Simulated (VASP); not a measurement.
# PtSe2 in VASP: a series of runs, part 2 of 2

VASP 6.6.1.

### 3 Single point, PBE+D3(BJ)

Contents of INCAR:

```
ALGO = Normal ; DIPOL = 0.5 0.5 0.382
EDIFF = 1E-6 ; ENCUT = 520
GGA = PE ; IDIPOL = 3
ISIF = 2 ; ISMEAR = 0
IVDW = 12 ; LASPH = T
LCHARG = T ; LDIPOL = T
LELF = T ; LREAL = F
LVACPOTAV = T ; LVHAR = T
LWAVE = F ; NBANDS = 31
NELM = 60 ; PREC = Accurate
SIGMA = 0.05
```

Contents of KPOINTS:

```
k-points
0
Gamma
  9 9 1
```

Contents of POSCAR:

```
PtSe2
1.0
    3.7070357730      0.0000000000      0.0000000000
   -1.8535178865      3.2103871521      0.0000000000
    0.0000000000      0.0000000000     22.7981619012
Se Pt
4 2
Direct
    0.6666666667      0.3333333333      0.1973843339
    0.3333333333      0.6666666667      0.3135814625
    0.3333333333      1.0000000000      0.4499959688
    0.0000000000      1.3333333333      0.5661930974
    0.0000000000      0.0000000000      0.2554828982
   -0.3333333333      0.6666666667      0.5080945331
```

Potentials or basis: VASP PAW PBE potentials, release 64 (Se, Pt).

Command:

```bash
cat potpaw_PBE.64/Se/POTCAR potpaw_PBE.64/Pt/POTCAR > POTCAR
mpirun -np 1 vasp_std > vasp.out
```

OUTCAR:

```text
EDIFF = 1E-6
   ENCUT = 520
   GGA = PE
   ISIF = 2
   ISMEAR = 0
   IVDW = 12
   LASPH = T
   LREAL = F
   NELM = 60
   PREC = Accurate
 IVDW          = 12

 ion  position               nearest neighbor table
   1  0.667  0.333  0.197-   5 2.52   5 2.52   5 2.52
   2  0.333  0.667  0.314-   5 2.52   5 2.52   5 2.52
   3  0.333  0.000  0.450-   6 2.52   6 2.52   6 2.52
   4  0.000  0.333  0.566-   6 2.52   6 2.52   6 2.52
   5  0.000  0.000  0.255-   2 2.52   1 2.52   2 2.52   1 2.52   2 2.52   1 2.52
   6  0.667  0.667  0.508-   4 2.52   3 2.52   3 2.52   3 2.52   4 2.52   4 2.52

  LATTYP: Found a hexagonal cell.
 ALAT       =     3.7070357730
 C/A-ratio  =     6.1499708385

  Lattice vectors:

 A1 = (   3.7070357730,   0.0000000000,   0.0000000000)
 A2 = (  -1.8535178865,   3.2103871521,   0.0000000000)
 A3 = (   0.0000000000,   0.0000000000,  22.7981619012)

Analysis of symmetry for initial positions (statically):
=====================================================================
 Subroutine PRICEL returns:
 Original cell was already a primitive cell.

 Routine SETGRP: Setting up the symmetry group for a
 hexagonal supercell.

 Subroutine GETGRP returns: Found  2 space group operations
 (whereof  1 operations were pure point group operations)
 out of a pool of 24 trial point group operations.

The static configuration has the point symmetry C_1 .
 The point group associated with its full space group is S_2 .

Analysis of symmetry for dynamics (positions and initial velocities):
=====================================================================
 Subroutine PRICEL returns:
 Original cell was already a primitive cell.

 Routine SETGRP: Setting up the symmetry group for a
 hexagonal supercell.

 Subroutine GETGRP returns: Found  2 space group operations
 (whereof  1 operations were pure point group operations)
 out of a pool of 24 trial point group operations.

The dynamic configuration has the point symmetry C_1 .
 The point group associated with its full space group is S_2 .

 Subroutine INISYM returns: Found  2 space group operations
[... 134 lines left out ...]
   LEPSILON=     F    determine dielectric tensor
   LRPA    =     F    only Hartree local field effects (RPA)
 non-spin polarized calculation
 Gauss-broadening in eV      SIGMA  =   0.05
  energy-cutoff  :      520.00
  volume of cell :      271.32
 maximum number of plane-waves:      7334
   NGX = 13   NGY = 13   NGZ = 85

 dipolmoment           0.000000      0.000000      0.000035 electrons x Angstroem

 number of electron      44.0000001 magnetization

 dipolmoment           0.000000      0.000000     -0.000004 electrons x Angstroem

 Free energy of the ion-electron system (eV)
  ---------------------------------------------------
  ext. energy  EPLUGINS =         0.00000000
  ---------------------------------------------------
  free energy    TOTEN  =       -28.50930051 eV

  energy without entropy =      -28.50930051  energy(sigma->0) =      -28.50930051

 E-fermi :   0.0816     XC(G=0):  -5.4587

 val. band max:       -0.1681891754   @ k =   0.0000   0.1111   0.0000
 cond. band min:       0.4711708658   @ k =   0.2222  -0.0000   0.0000
 fundamental gap:      0.6393600412
 Fermi energy:         0.0816181123

 k-point     1 :       0.0000    0.0000    0.0000
  band No.  band energies     occupation
      1     -14.8134      2.00000
      2     -14.6896      2.00000
      3     -13.1013      2.00000
      4     -12.8741      2.00000
      5      -6.1499      2.00000
      6      -5.7831      2.00000
[... 805 lines left out ...]
     30       6.4294      0.00000
     31       6.7613      0.00000

 [... further k-points ...]

------------------------ aborting loop because EDIFF is reached ----------------------------------------

 Edisp (eV)   -2.14075

 E8    (eV) :    -0.9488

  FORCE on cell =-STRESS in cart. coord.  units (eV):
  Direction    XX          YY          ZZ          XY          YZ          ZX
  --------------------------------------------------------------------------------------
  -------------------------------------------------------------------------------------
  Total      -0.09191     0.25669    -0.13172    -0.05336     0.43213    -0.23006
  in kB      -0.54272     1.51578    -0.77781    -0.31512     2.55176    -1.35853
  external pressure =        0.07 kB  Pullay stress =        0.00 kB

 VOLUME and BASIS-vectors are now :
 -----------------------------------------------------------------------------
  energy-cutoff  :      520.00
  volume of cell :      271.32
      direct lattice vectors                 reciprocal lattice vectors
     3.707035773  0.000000000  0.000000000     0.269757310  0.155744456  0.000000000
    -1.853517886  3.210387152  0.000000000     0.000000000  0.311488912  0.000000000
     0.000000000  0.000000000 22.798161901     0.000000000  0.000000000  0.043863185

 POSITION                                       TOTAL-FORCE (eV/Angst)
 -----------------------------------------------------------------------------------
      1.85352      1.07013      4.50000         0.020483     -0.053919     -0.020893
     -0.00000      2.14026      7.14908         0.030315     -0.104317     -0.063869
      1.23568      0.00000     10.25908        -0.030315      0.104317      0.063869
     -0.61784      1.07013     12.90816        -0.020483      0.053919      0.020893
      0.00000      0.00000      5.82454        -0.006075      0.060232      0.079716
      1.23568      2.14026     11.58362         0.006075     -0.060232     -0.079716
 -----------------------------------------------------------------------------------
    total drift:                                0.000003      0.000006     -0.000128

  FREE ENERGIE OF THE ION-ELECTRON SYSTEM (eV)
  ---------------------------------------------------
  free  energy   TOTEN  =       -30.6500523120 eV

  energy  without entropy=      -30.6500523120  energy(sigma->0) =      -30.65005231

 vacuum level on the upper side and lower side of the slab         4.988         4.988
```

stdout:

```text
POSCAR found type information on POSCAR SePt
 POSCAR found :  2 types and       6 ions
 scaLAPACK will be used
 LDA part: xc-table for (Slater+PW92), standard interpolation
 POSCAR, INCAR and KPOINTS ok, starting setup
 FFT: planning ... GRIDC
 FFT: planning ... GRID_SOFT
 FFT: planning ... GRID
 WAVECAR not read
 entering main loop
 -----------------------------------------------------------------------------
|                                                                             |
|           W    W    AA    RRRRR   N    N  II  N    N   GGGG   !!!           |
|           W    W   A  A   R    R  NN   N  II  NN   N  G    G  !!!           |
|           W    W  A    A  R    R  N N  N  II  N N  N  G       !!!           |
|           W WW W  AAAAAA  RRRRR   N  N N  II  N  N N  G  GGG   !            |
|           WW  WW  A    A  R   R   N   NN  II  N   NN  G    G                |
|           W    W  A    A  R    R  N    N  II  N    N   GGGG   !!!           |
|                                                                             |
|     Did not find any points to average over, which means that no vacuum     |
|     field-free region was found. Please increase the size of  your cell     |
|     in the dimension of the dipole correction to obtain accurate            |
|     workfunction values.                                                    |
|                                                                             |
 -----------------------------------------------------------------------------
```

Run time: 11 min. Hardware: 1 thread of Oxide Virtual Turin-like, shared host; peak memory 0.54 GiB.

What came out:

```
Free energy                : -30.6501 eV
Largest force              : 0.126 eV/Å
Band gap on the k mesh     : 0.64 eV, indirect (least direct gap 0.88 eV)
Dispersion energy per atom : -0.357 eV
```

Forces in eV/Å, atoms in the order of the input:
```
Se   0.020 -0.054 -0.021
Se   0.030 -0.104 -0.064
Se  -0.030  0.104  0.064
Se  -0.020  0.054  0.021
Pt  -0.006  0.060  0.080
Pt   0.006 -0.060 -0.080
```

Levels at points of the mesh, in eV from the valence-band top:
```tsv
k point	band 18	band 19	band 20	band 21	band 22	band 23	band 24	band 25	band 26	band 27
(0.00, 0.00, 0.00)	-0.58	-0.58	-0.55	-0.49	-0.34	2.36	2.36	2.49	2.49	4.07
```

Caveat: spin-orbit coupling is left out, which moves the levels of the heavy elements.
